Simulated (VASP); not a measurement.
# Na in VASP: single point with r2SCAN

Aim: the single point of Na with r2SCAN.

Program: VASP 6.6.1. These are calculated values, not measurements. Logs are shortened: lines on timing, memory, paths and dates and some standing lists are left out, and cuts for length are marked.

## (1) The cell of the first run

The cell holds a slab with vacuum, 4 atoms: a = 5.341 Å, b = 3.753 Å, c = 17.629 Å, α = 90.00°, β = 90.00°, γ = 90.00°.

## (2) Single point, r2SCAN

POSCAR reads:

```
Na
1.0
    5.3408906554      0.0000000000      0.0000000000
    0.0000000000      3.7532018393      0.0000000000
    0.0000000000      0.0000000000     17.6293631587
Na
4
Direct
    0.0000000000      0.0000000000      0.3403412787
    0.5000000000      0.4937517428      0.4467804262
    0.0000000000      0.9875034857      0.5532195738
    0.5000000000      0.4812552285      0.6596587213
```

INCAR.step1 reads:

```
SYSTEM = Na
PREC = Accurate ; ENCUT = 520
ISMEAR = 0 ; SIGMA = 0.05
LREAL = .False. ; LASPH = .True.
NELM = 60 ; LDIPOL = .True.
IDIPOL = 3 ; DIPOL = 0.5 0.5 0.500
NBANDS = 22 ; GGA = PE
ALGO = Normal ; EDIFF = 1E-4
LWAVE = .True. ; LCHARG = .False.
```

INCAR.step2 reads:

```
SYSTEM = Na
PREC = Accurate ; ENCUT = 520
EDIFF = 1E-6 ; ISMEAR = 0
SIGMA = 0.05 ; LREAL = .False.
LASPH = .True. ; NELM = 60
ALGO = Normal ; ISIF = 2
LWAVE = .False. ; LCHARG = .False.
LDIPOL = .True. ; IDIPOL = 3
DIPOL = 0.5 0.5 0.500 ; METAGGA = R2SCAN
LMIXTAU = .True. ; NBANDS = 22
ISTART = 1
```

KPOINTS reads:

```
Automatic mesh
0
Gamma
  3 5 1
  0 0 0
```

Potentials or basis: VASP PAW PBE potentials, release 64 (Na_pv).

Started as:

```sh
> cat potpaw_PBE.64/Na_pv/POTCAR > POTCAR
> cp INCAR.step1 INCAR
> mpirun -np 1 vasp_std > vasp.out
> cp INCAR.step2 INCAR
> mpirun -np 1 vasp_std > vasp.out
```

OUTCAR:

```text
SYSTEM = Na
   PREC = Accurate
   ENCUT = 520
   EDIFF = 1E-6
   ISMEAR = 0
   LREAL = .False.
   LASPH = .True.
   NELM = 60
   ISIF = 2
   METAGGA = R2SCAN
   ISTART = 1

 ion  position               nearest neighbor table
   1  0.000  0.000  0.340-
   2  0.500  0.494  0.447-
   3  0.000  0.988  0.553-
   4  0.500  0.481  0.660-

  LATTYP: Found a simple orthorhombic cell.
 ALAT       =     3.7532018393
 B/A-ratio  =     1.4230224976
 C/A-ratio  =     4.6971529679

  Lattice vectors:

 A1 = (   0.0000000000,  -3.7532018393,   0.0000000000)
 A2 = (   5.3408906554,   0.0000000000,   0.0000000000)
 A3 = (   0.0000000000,   0.0000000000,  17.6293631587)

Analysis of symmetry for initial positions (statically):
=====================================================================
 Subroutine PRICEL returns:
 Original cell was already a primitive cell.

 Routine SETGRP: Setting up the symmetry group for a
 simple orthorhombic supercell.

 Subroutine GETGRP returns: Found  4 space group operations
 (whereof  2 operations were pure point group operations)
 out of a pool of  8 trial point group operations.

The static configuration has the point symmetry C_1h.
 The point group associated with its full space group is C_2h.

Analysis of symmetry for dynamics (positions and initial velocities):
=====================================================================
 Subroutine PRICEL returns:
 Original cell was already a primitive cell.

 Routine SETGRP: Setting up the symmetry group for a
 simple orthorhombic supercell.

 Subroutine GETGRP returns: Found  4 space group operations
 (whereof  2 operations were pure point group operations)
 out of a pool of  8 trial point group operations.

The dynamic configuration has the point symmetry C_1h.
 The point group associated with its full space group is C_2h.

 Subroutine INISYM returns: Found  4 space group operations
 (whereof  2 operations are pure point group operations),
 and found     1 'primitive' translations

----------------------------------------------------------------------------------------

                                     Primitive cell

  volume of cell :     353.3884

  direct lattice vectors                    reciprocal lattice vectors
     5.340890655  0.000000000  0.000000000     0.187234689  0.000000000  0.000000000
     0.000000000  3.753201839  0.000000000     0.000000000  0.266439175  0.000000000
     0.000000000  0.000000000 17.629363159     0.000000000  0.000000000  0.056723546

  length of vectors
     5.340890655  3.753201839 17.629363159     0.187234689  0.266439175  0.056723546

  position of ions in fractional coordinates (direct lattice)
     0.000000000  0.000000000  0.340341279
     0.500000000  0.493751743  0.446780426
     0.000000000  0.987503486  0.553219574
     0.500000000  0.481255228  0.659658721

  ion indices of the primitive-cell ions
   primitive index   ion index
                 1           1
                 2           2
                 3           3
                 4           4

----------------------------------------------------------------------------------------

 KPOINTS: Automatic mesh

Automatic generation of k-mesh.
 Grid dimensions read from file:
 generate k-points for:    3    5    1

 Generating k-lattice:

  Cartesian coordinates                     Fractional coordinates (reciprocal lattice)
     0.062411563  0.000000000  0.000000000     0.333333333  0.000000000  0.000000000
     0.000000000  0.053287835  0.000000000     0.000000000  0.200000000  0.000000000
     0.000000000  0.000000000  0.056723546     0.000000000  0.000000000  1.000000000

  Length of vectors
     0.062411563  0.053287835  0.056723546

  Shift w.r.t. Gamma in fractional coordinates (k-lattice)
     0.000000000  0.000000000  0.000000000

 Subroutine IBZKPT returns following result:
 ===========================================

 Found      6 irreducible k-points:

 Following reciprocal coordinates:
            Coordinates               Weight
  0.000000  0.000000  0.000000      1.000000
  0.333333  0.000000  0.000000      2.000000
  0.000000  0.200000  0.000000      2.000000
  0.333333  0.200000  0.000000      4.000000
  0.000000  0.400000  0.000000      2.000000
  0.333333  0.400000  0.000000      4.000000
   k-points           NKPTS =      6   k-points in BZ     NKDIM =      6   number of bands    NBANDS=     22
   number of dos      NEDOS =    301   number of ions     NIONS =      4
   total plane-waves  NPLWV = 156800
   dimension x,y,z NGX =    40 NGY =   28 NGZ =  140
   dimension x,y,z NGXF=    80 NGYF=   56 NGZF=  280
   ions per type =               4
   NGX,Y,Z   is equivalent  to a cutoff of  12.45, 12.40, 13.20 a.u.
   NGXF,Y,Z  is equivalent  to a cutoff of  24.90, 24.80, 26.40 a.u.
 SYSTEM =  Na
   PREC   = accura    normal or accurate (medium, high low for compatibility)
   ISTART =      1    job   : 0-new  1-cont  2-samecut
   ICHARG =      0    charge: 1-file 2-atom 10-const
   ISPIN  =      1    spin polarized calculation?
   LNONCOLLINEAR =      F non collinear calculations
   LSORBIT =      F    spin-orbit coupling
   LASPH  =      T    aspherical Exc in radial PAW
   ENCUT  =  520.0 eV  38.22 Ry    6.18 a.u.   9.93  6.98 32.78*2*pi/ulx,y,z
   NELM   =     60;   NELMIN=  2; NELMDL=  0     # of ELM steps
   EDIFF  = 0.1E-05   stopping-criterion for ELM
   LREAL  =      F    real-space projection
   EDIFFG = 0.1E-04   stopping-criterion for IOM
   NSW    =      0    number of steps for IOM
   IBRION =     -1    ionic relax: 0-MD 1-quasi-New 2-CG
   NFREE  =      0    steps in history (QN), initial steepest desc. (CG)
   ISIF   =      2    stress and relaxation
   ISYM   =      2    0-nonsym 1-usesym 2-fastsym
   POTIM  = 0.5000    time-step for ionic-motion
   TEBEG  =    0.0;   TEEND  =   0.0 temperature during run
   PSTRESS=    0.0 pullay stress
   NELECT =      28.0000    total number of electrons
   NUPDOWN=      -1.0000    fix difference up-down
   EMIN   =  10.00;   EMAX   =-10.00  energy-range for DOS
   EFERMI =   0.00;   METHOD = LEGACY
   ISMEAR =     0;   SIGMA  =   0.05  broadening in eV -4-tet -1-fermi 0-gaus
   EFERMI_NEDOS =   21; number of points for ismear=-14 and -15
   IALGO  =     38    algorithm
   IMIX   =      4    mixing-type and parameters
     AMIX     =   0.40;   BMIX     =  1.00
     AMIX_MAG =   1.60;   BMIX_MAG =  1.00
  volume/ion in A,a.u.               =      88.35       596.20
  Fermi-wavevector in a.u.,A,eV,Ry     =   0.703143  1.328747  6.726850  0.494410
  Thomas-Fermi vector in A             =   1.788033
   LORBIT       =      0    0 simple, 1 ext, 2 COOP (PROOUT), +10 PAW based schemes
   METAGGA = R2SCAN    functional components
   LHFCALC =     F    Hartree Fock is set to
   AEXX    =    0.0000 exact exchange contribution
   IVDW    =     0    specifies the selected vdW correction
   LEPSILON=     F    determine dielectric tensor
   LRPA    =     F    only Hartree local field effects (RPA)
 non-spin polarized calculation
 Gauss-broadening in eV      SIGMA  =   0.05
  energy-cutoff  :      520.00
  volume of cell :      353.39
 maximum number of plane-waves:      9539
 NGX is ok and might be reduce to    40
   NGX = 19   NGY = 13   NGZ = 65

 number of electron      27.9999963 magnetization

 dipolmoment           0.000000      0.000000      0.000000 electrons x Angstroem

 Free energy of the ion-electron system (eV)
  ---------------------------------------------------
  ext. energy  EPLUGINS =         0.00000000
  ---------------------------------------------------
  free energy    TOTEN  =       -13.53219137 eV

  energy without entropy =      -13.52091746  energy(sigma->0) =      -13.52655442

 E-fermi :  -1.2145     XC(G=0):  -3.7793

 val. band max:       -1.2165785132   @ k =   0.0000   0.4000   0.0000
 cond. band min:      -1.2134315145   @ k =   0.3333   0.2000   0.0000
 fundamental gap:      0.0031469987
 Fermi energy:        -1.2144802358

 k-point     1 :       0.0000    0.0000    0.0000
  band No.  band energies     occupation
      1     -27.7843      2.00000
      2     -27.7843      2.00000
      3     -27.7708      2.00000
      4     -27.7707      2.00000
      5     -27.7621      2.00000
      6     -27.7621      2.00000
[... 14 lines left out ...]
     21       2.4797      0.00000
     22       2.7522      0.00000

 k-point     2 :       0.3333    0.0000    0.0000
  band No.  band energies     occupation
      1     -27.7843      2.00000
      2     -27.7843      2.00000
      3     -27.7709      2.00000
      4     -27.7709      2.00000
      5     -27.7621      2.00000
      6     -27.7621      2.00000
[... 14 lines left out ...]
     21       2.5159      0.00000
     22       3.2863      0.00000

 k-point     3 :       0.0000    0.2000    0.0000
  band No.  band energies     occupation
      1     -27.7837      2.00000
      2     -27.7837      2.00000
      3     -27.7701      2.00000
      4     -27.7701      2.00000
      5     -27.7682      2.00000
      6     -27.7682      2.00000
[... 14 lines left out ...]
     21       2.8950      0.00000
     22       2.9048      0.00000

 k-point     4 :       0.3333    0.2000    0.0000
  band No.  band energies     occupation
      1     -27.7837      2.00000
      2     -27.7837      2.00000
      3     -27.7703      2.00000
      4     -27.7703      2.00000
      5     -27.7682      2.00000
      6     -27.7682      2.00000
[... 14 lines left out ...]
     21       2.9415      0.00000
     22       3.3583      0.00000

 k-point     5 :       0.0000    0.4000    0.0000
  band No.  band energies     occupation
      1     -27.7828      2.00000
      2     -27.7828      2.00000
      3     -27.7780      2.00000
      4     -27.7779      2.00000
      5     -27.7691      2.00000
      6     -27.7691      2.00000
[... 14 lines left out ...]
     21       2.6772      0.00000
     22       3.7597      0.00000

 k-point     6 :       0.3333    0.4000    0.0000
  band No.  band energies     occupation
      1     -27.7828      2.00000
      2     -27.7827      2.00000
      3     -27.7780      2.00000
      4     -27.7779      2.00000
      5     -27.7693      2.00000
      6     -27.7693      2.00000
[... 14 lines left out ...]
     21       2.3908      0.00000
     22       2.7619      0.00000

------------------------ aborting loop because EDIFF is reached ----------------------------------------

 vacuum level on the upper side and lower side of the slab       (xc-potential included)        -0.405        -0.374

  FORCE on cell =-STRESS in cart. coord.  units (eV):
  Direction    XX          YY          ZZ          XY          YZ          ZX
  --------------------------------------------------------------------------------------
  -------------------------------------------------------------------------------------
  Total       -0.4302225      0.0785335     -0.6797047      0.0000000      0.0029305      0.0000000
  in kB       -1.9505247      0.3560520     -3.0816169      0.0000000      0.0132861      0.0000000
  external PRESSURE =      -1.5586965 kB  Pullay stress =       0.0000000 kB

 VOLUME and BASIS-vectors are now :
 -----------------------------------------------------------------------------
  energy-cutoff  :      520.00
  volume of cell :      353.39
      direct lattice vectors                 reciprocal lattice vectors
     5.340890655  0.000000000  0.000000000     0.187234689  0.000000000  0.000000000
     0.000000000  3.753201839  0.000000000     0.000000000  0.266439175  0.000000000
     0.000000000  0.000000000 17.629363159     0.000000000  0.000000000  0.056723546

 POSITION                                       TOTAL-FORCE (eV/Angst)
 -----------------------------------------------------------------------------------
      0.00000      0.00000      6.00000         0.000000     -0.005718      0.082667
      2.67045      1.85315      7.87645         0.000000      0.017947      0.033459
      0.00000      3.70630      9.75291         0.000000     -0.017947     -0.033459
      2.67045      1.80625     11.62936         0.000000      0.005718     -0.082667
 -----------------------------------------------------------------------------------
    total drift:                               -0.000000      0.000010     -0.000107

  FREE ENERGIE OF THE ION-ELECTRON SYSTEM (eV)
  ---------------------------------------------------
  free  energy   TOTEN  =       -13.5321913745 eV

  energy  without entropy=      -13.5209174628  energy(sigma->0) =      -13.52655442

 vacuum level on the upper side and lower side of the slab         0.885         0.882
```

Wall time 3.9 min (1 thread of Intel Xeon Platinum 8488C (Sapphire Rapids), shared host); peak memory 0.4 GiB.

Results:

- Free energy: -13.5322 eV
- Largest force: 0.083 eV/Å
- Band gap on the k mesh: zero (band 14 reaches -0.63 eV, above the bottom of band 15 at -1.66 eV)

Forces on the atoms (eV/Å):
```
Na   0.000 -0.006  0.083
Na   0.000  0.018  0.033
Na   0.000 -0.018 -0.033
Na   0.000  0.006 -0.083
```

Caveat: the k points lie up to 0.39 Å⁻¹ apart; the PAW data sets were made with another functional, which shifts forces and pressure a little.
